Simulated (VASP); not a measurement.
# C (I4_1/amd) in VASP: further runs

Runs on C. Level: PBE. Tasks: single point.

All numbers are computed with VASP 6.6.1; they aren't measurements. Logs are shortened: lines on timing, memory, paths and dates and some standing lists are left out, and cuts for length are marked.

## 1. The cell of the first run

Symmetry: I4_1/amd, No. 141, tetragonal system. The conventional cell has a = 2.462 Å, b = 2.462 Å, c = 3.661 Å, α = 90.00°, β = 90.00°, γ = 90.00°. Within 2.0 Å of C (site symmetry -4m2) lie 4 C at 1.53 Å.

## 2. Single point, PBE (strain -0.025 along x and y, +0.025 along z)

The input, INCAR:

```
PREC = Accurate
ENCUT = 520
EDIFF = 1E-6
ISMEAR = 0
SIGMA = 0.05
LREAL = False
LASPH = True
NELM = 80
ALGO = Normal
ISIF = 2
LWAVE = False
LCHARG = False
GGA = PE
NBANDS = 11
```

The input, KPOINTS:

```
regular mesh
0
Gamma
  12 12 12
```

The input, POSCAR:

```
C
1.0
    0.0000000000      1.7410940939      1.8303809705
    1.7410940939      0.0000000000      1.8303809705
    1.7410940939      1.7410940939      0.0000000000
C
2
Direct
    0.5000000000      0.5000000000      0.5000000000
    0.7500000000      0.7500000000      0.7500000000
```

Potentials or basis: VASP PAW PBE potentials, release 64 (C).

Started as:

```console
> cat potpaw_PBE.64/C/POTCAR > POTCAR
> mpirun -np 1 vasp_std > vasp.out
```

OUTCAR:

```text
PREC = Accurate
   ENCUT = 520
   EDIFF = 1E-6
   ISMEAR = 0
   LREAL = False
   LASPH = True
   NELM = 80
   ISIF = 2
   GGA = PE

 ion  position               nearest neighbor table
   1  0.500  0.500  0.500-   2 1.53   2 1.53   2 1.53   2 1.53
   2  0.750  0.750  0.750-   1 1.53   1 1.53   1 1.53   1 1.53

  LATTYP: Found a body centered tetragonal cell.
 ALAT       =     2.4622788810
 C/A-ratio  =     1.4867373348

  Lattice vectors:

 A1 = (  -1.7410940939,   0.0000000000,   1.8303809705)
 A2 = (   1.7410940939,   0.0000000000,   1.8303809705)
 A3 = (   0.0000000000,   1.7410940939,  -1.8303809705)

Analysis of symmetry for initial positions (statically):
=====================================================================
 Subroutine PRICEL returns:
 Original cell was already a primitive cell.

 Routine SETGRP: Setting up the symmetry group for a
 body centered tetragonal supercell.

 Subroutine GETGRP returns: Found 16 space group operations
 (whereof  8 operations were pure point group operations)
 out of a pool of 16 trial point group operations.

The static configuration has the point symmetry D_2d.
 The point group associated with its full space group is D_4h.

Analysis of symmetry for dynamics (positions and initial velocities):
=====================================================================
 Subroutine PRICEL returns:
 Original cell was already a primitive cell.

 Routine SETGRP: Setting up the symmetry group for a
 body centered tetragonal supercell.

 Subroutine GETGRP returns: Found 16 space group operations
 (whereof  8 operations were pure point group operations)
 out of a pool of 16 trial point group operations.

The dynamic configuration has the point symmetry D_2d.
 The point group associated with its full space group is D_4h.

 Subroutine INISYM returns: Found 16 space group operations
 (whereof  8 operations are pure point group operations),
 and found     1 'primitive' translations

----------------------------------------------------------------------------------------

                                     Primitive cell

  volume of cell :      11.0973

  direct lattice vectors                    reciprocal lattice vectors
     0.000000000  1.741094094  1.830380971    -0.287175749  0.287175749  0.273167176
     1.741094094  0.000000000  1.830380971     0.287175749 -0.287175749  0.273167176
     1.741094094  1.741094094  0.000000000     0.287175749  0.287175749 -0.273167176

  length of vectors
     2.526203306  2.526203306  2.462278881     0.489448799  0.489448799  0.489448799
[... 84 lines left out ...]
   NSW    =      0    number of steps for IOM
   IBRION =     -1    ionic relax: 0-MD 1-quasi-New 2-CG
   NFREE  =      0    steps in history (QN), initial steepest desc. (CG)
   ISIF   =      2    stress and relaxation
   ISYM   =      2    0-nonsym 1-usesym 2-fastsym
   POTIM  = 0.5000    time-step for ionic-motion
   TEBEG  =    0.0;   TEEND  =   0.0 temperature during run
   PSTRESS=    0.0 pullay stress
   NELECT =       8.0000    total number of electrons
   NUPDOWN=      -1.0000    fix difference up-down
   EMIN   =  10.00;   EMAX   =-10.00  energy-range for DOS
   EFERMI =   0.00;   METHOD = LEGACY
   ISMEAR =     0;   SIGMA  =   0.05  broadening in eV -4-tet -1-fermi 0-gaus
   EFERMI_NEDOS =   21; number of points for ismear=-14 and -15
   IALGO  =     38    algorithm
   IMIX   =      4    mixing-type and parameters
     AMIX     =   0.40;   BMIX     =  1.00
     AMIX_MAG =   1.60;   BMIX_MAG =  1.00
  volume/ion in A,a.u.               =       5.55        37.44
  Fermi-wavevector in a.u.,A,eV,Ry     =   1.467910  2.773948 29.317296  2.154760
  Thomas-Fermi vector in A             =   2.583471
   LORBIT       =      0    0 simple, 1 ext, 2 COOP (PROOUT), +10 PAW based schemes
   GGA     = PE    functional components
   LHFCALC =     F    Hartree Fock is set to
   AEXX    =    0.0000 exact exchange contribution
   IVDW    =     0    specifies the selected vdW correction
   LEPSILON=     F    determine dielectric tensor
   LRPA    =     F    only Hartree local field effects (RPA)
 non-spin polarized calculation
 Gauss-broadening in eV      SIGMA  =   0.05
  energy-cutoff  :      520.00
  volume of cell :       11.10
 maximum number of plane-waves:       318
   NGX =  9   NGY =  9   NGZ =  9

 number of electron       8.0000001 magnetization

 Free energy of the ion-electron system (eV)
  ---------------------------------------------------
  ext. energy  EPLUGINS =         0.00000000
  ---------------------------------------------------
  free energy    TOTEN  =       -18.11661916 eV

  energy without entropy =      -18.11661916  energy(sigma->0) =      -18.11661916

 E-fermi :  10.5262     XC(G=0): -13.3650

 val. band max:       10.3241701107   @ k =   0.0000   0.0000   0.0000
 cond. band min:      13.8877980332   @ k =   0.3333   0.0000   0.3333
 fundamental gap:      3.5636279226
 Fermi energy:        10.5261960006

 k-point     1 :       0.0000    0.0000    0.0000
  band No.  band energies     occupation
      1     -11.7206      2.00000
      2       9.5147      2.00000
      3      10.3242      2.00000
      4      10.3242      2.00000
      5      15.5209      0.00000
      6      15.5209      0.00000
      7      16.1460      0.00000
      8      23.8424      0.00000
      9      29.6574      0.00000
     10      35.2193      0.00000
     11      36.1209      0.00000
[... 309 lines left out ...]
 k-point    24 :      -0.4167    0.1667    0.0000
  band No.  band energies     occupation
      1      -5.3405      2.00000
      2      -2.8076      2.00000
      3       3.9622      2.00000
      4       6.9027      2.00000
      5      18.2959      0.00000
      6      20.5092      0.00000
      7      21.0838      0.00000
      8      25.8658      0.00000
      9      30.0949      0.00000
     10      34.5825      0.00000
     11      34.8651      0.00000

 [... further k-points ...]
[... 5 lines left out ...]
  --------------------------------------------------------------------------------------
  -------------------------------------------------------------------------------------
  Total        2.0312652      2.0312652     -1.4347497      0.0000000      0.0000000      0.0000000
  in kB      293.2656824    293.2656824   -207.1432304      0.0000000      0.0000000      0.0000000
  external PRESSURE =     126.4627115 kB  Pullay stress =       0.0000000 kB

 VOLUME and BASIS-vectors are now :
 -----------------------------------------------------------------------------
  energy-cutoff  :      520.00
  volume of cell :       11.10
      direct lattice vectors                 reciprocal lattice vectors
     0.000000000  1.741094094  1.830380971    -0.287175749  0.287175749  0.273167176
     1.741094094  0.000000000  1.830380971     0.287175749 -0.287175749  0.273167176
     1.741094094  1.741094094  0.000000000     0.287175749  0.287175749 -0.273167176

 POSITION                                       TOTAL-FORCE (eV/Angst)
 -----------------------------------------------------------------------------------
      1.74109      1.74109      1.83038         0.000000      0.000000     -0.000000
      2.61164      2.61164      2.74557         0.000000      0.000000      0.000000
 -----------------------------------------------------------------------------------
    total drift:                                0.000000     -0.000000      0.000000

  FREE ENERGIE OF THE ION-ELECTRON SYSTEM (eV)
  ---------------------------------------------------
  free  energy   TOTEN  =       -18.1166191625 eV

  energy  without entropy=      -18.1166191625  energy(sigma->0) =      -18.11661916
```

OSZICAR:

```text
N       E                     dE             d eps       ncg     rms          rms(c)
DAV:   1     0.113552902087E+01    0.11355E+01   -0.48455E+03  3790   0.704E+02
DAV:   2    -0.184461558481E+02   -0.19582E+02   -0.18995E+02  4634   0.129E+02
DAV:   3    -0.187945008873E+02   -0.34835E+00   -0.34751E+00  4225   0.130E+01
DAV:   4    -0.187950253516E+02   -0.52446E-03   -0.52445E-03  3825   0.635E-01
DAV:   5    -0.187950259287E+02   -0.57713E-06   -0.57712E-06  4134   0.199E-02    0.571E+00
DAV:   6    -0.182859548973E+02    0.50907E+00   -0.26545E-01  3667   0.365E+00    0.341E+00
DAV:   7    -0.181147083505E+02    0.17125E+00   -0.32290E-01  3849   0.407E+00    0.791E-01
DAV:   8    -0.181165605378E+02   -0.18522E-02   -0.89321E-03  3775   0.712E-01    0.442E-02
DAV:   9    -0.181165985961E+02   -0.38058E-04   -0.60819E-05  4308   0.628E-02    0.248E-02
DAV:  10    -0.181166190841E+02   -0.20488E-04   -0.14936E-05  3871   0.343E-02    0.531E-03
DAV:  11    -0.181166191625E+02   -0.78417E-07   -0.23913E-07  3051   0.452E-03
   1 F= -.18116619E+02 E0= -.18116619E+02  d E =-.265218E-11
```

stdout:

```text
POSCAR found type information on POSCAR C
 POSCAR found :  1 types and       2 ions
 scaLAPACK will be used
 LDA part: xc-table for (Slater+PW92), standard interpolation
 POSCAR, INCAR and KPOINTS ok, starting setup
 FFT: planning ... GRIDC
 FFT: planning ... GRID_SOFT
 FFT: planning ... GRID
 WAVECAR not read
 entering main loop
```

Wall time 7 s (1 thread of Intel Xeon 6975P-C (Granite Rapids), shared host); peak memory 0.12 GiB.

Results:

```
Free energy            : -18.1166 eV
Pressure               : 12.6 GPa
Band gap on the k mesh : 3.56 eV, indirect (least direct gap 5.20 eV)
```

Caveat: the cell differs from its parent crystal (strain -0.025 along x and y, +0.025 along z).

## 3. Single point, PBE (strain -0.025 along x and y, +0.050 along z)

The input, INCAR:

```
PREC = Accurate
ENCUT = 520
EDIFF = 1E-6
ISMEAR = 0
SIGMA = 0.05
LREAL = F
LASPH = T
NELM = 80
ALGO = Normal
ISIF = 2
LWAVE = F
LCHARG = F
GGA = PE
NBANDS = 11
```

KPOINTS is that of step 2.

The input, POSCAR:

```
C
1.0
    0.0000000000      1.7410940939      1.8750244088
    1.7410940939      0.0000000000      1.8750244088
    1.7410940939      1.7410940939      0.0000000000
C
2
Direct
    0.5000000000      0.5000000000      0.5000000000
    0.7500000000      0.7500000000      0.7500000000
```

Potentials or basis: VASP PAW PBE potentials, release 64 (C).

Started as:

```console
> cat potpaw_PBE.64/C/POTCAR > POTCAR
> mpirun -np 1 vasp_std > vasp.out
```

Wall time 6.8 s (1 thread of Intel Xeon 6975P-C (Granite Rapids), shared host); peak memory 0.12 GiB.

The run converged. Its results:

```
Free energy            : -18.0591 eV
Pressure               : 1.7 GPa
Band gap on the k mesh : 3.22 eV, indirect (least direct gap 4.93 eV)
```

Stress tensor (GPa, compression positive):
```
 26.29   0.00   0.00
  0.00  26.29   0.00
  0.00   0.00 -47.57
```

Levels at points of the mesh, in eV from the valence-band top:
```
           k point  band 1  band 2  band 3  band 4  band 5  band 6  band 7  band 8  band 9
(0.00, 0.00, 0.00)  -21.85   -1.21    0.00    0.00    4.93    4.93    5.84   12.75   18.92
(0.50, 0.00, 0.00)  -16.07  -13.74   -3.88   -2.49    6.65    8.34    9.49   15.31   21.32
(0.50, 0.50, 0.00)  -13.89  -13.89   -5.93   -5.93    5.53    5.53   16.05   16.05   21.98
(0.50, 0.00, 0.50)  -12.75  -12.75   -7.01   -7.01    3.81    3.81   16.21   16.21   22.86
```

Caveat: the cell differs from its parent crystal (strain -0.025 along x and y, +0.050 along z). A k mesh can miss the band edges.

## 4. Single point, PBE (strain +0.000 along x and y, +0.050 along z)

The input, INCAR:

```
SYSTEM = C
ALGO = Normal
EDIFF = 1E-7
ENCUT = 520
GGA = PE
ISIF = 2
ISMEAR = 0
LASPH = .TRUE.
LCHARG = .TRUE.
LELF = .TRUE.
LREAL = .FALSE.
LVHAR = .TRUE.
LWAVE = .FALSE.
NBANDS = 11
NELM = 100
PREC = Accurate
SIGMA = 0.05
```

The input, KPOINTS:

```
k-points
0
G
  12 12 12
  0 0 0
```

The input, POSCAR:

```
C
1.0
    0.0000000000      1.7857375322      1.8750244088
    1.7857375322      0.0000000000      1.8750244088
    1.7857375322      1.7857375322      0.0000000000
C
2
Direct
    0.5000000000      0.5000000000      0.5000000000
    0.7500000000      0.7500000000      0.7500000000
```

Started as:

```console
> cat potpaw_PBE.64/C/POTCAR > POTCAR
> mpirun -np 1 vasp_std > vasp.out
```

It took 7.5 s on 1 thread of Intel Xeon 6975P-C (Granite Rapids), shared host; peak memory 0.13 GiB.

It converged, with:

* Free energy: -18.0994 eV
* Pressure: -18.7 GPa
* Band gap on the k mesh: 3.44 eV, indirect (least direct gap 5.02 eV)

Stress tensor (GPa, compression positive):
```
 -3.71   0.00   0.00
  0.00  -3.71   0.00
  0.00   0.00 -48.63
```

Levels at points of the mesh, in eV from the valence-band top:
```tsv
k point	band 1	band 2	band 3	band 4	band 5	band 6	band 7	band 8	band 9
(0.00, 0.00, 0.00)	-21.03	-0.75	0.00	0.00	5.02	5.02	5.61	11.85	18.41
(0.50, 0.00, 0.00)	-15.54	-13.04	-3.34	-2.48	6.98	8.16	8.71	14.96	20.85
(0.50, 0.50, 0.00)	-13.12	-13.12	-5.76	-5.76	5.14	5.14	15.58	15.58	21.53
(0.50, 0.00, 0.50)	-12.40	-12.40	-6.44	-6.44	4.05	4.05	15.74	15.74	22.14
```

Caveat: the cell differs from its parent crystal (strain +0.000 along x and y, +0.050 along z). A k mesh can miss the band edges.

## 5. Overview

| cell | gap on the mesh (eV) | pressure (GPa) |
| --- | --- | --- |
| a = 2.526, b = 2.526, c = 2.462 Å, angles 60.8, 60.8, 58.3°, 2 atoms | 3.56 | 12.6 |
| a = 2.559, b = 2.559, c = 2.462 Å, angles 61.2, 61.2, 57.5°, 2 atoms | 3.22 | 1.7 |
| a = 2.589, b = 2.589, c = 2.525 Å, angles 60.8, 60.8, 58.4°, 2 atoms | 3.44 | -18.7 |

Alike in all rows: task single point; level PBE; potentials or basis VASP PAW PBE potentials, release 64 (C); no spin polarisation; k mesh 12 × 12 × 12; cutoff (eV) 520; smearing gaussian 0.05 eV.

Total energies depend on the potentials used, so only differences within one code and one set of settings carry meaning.
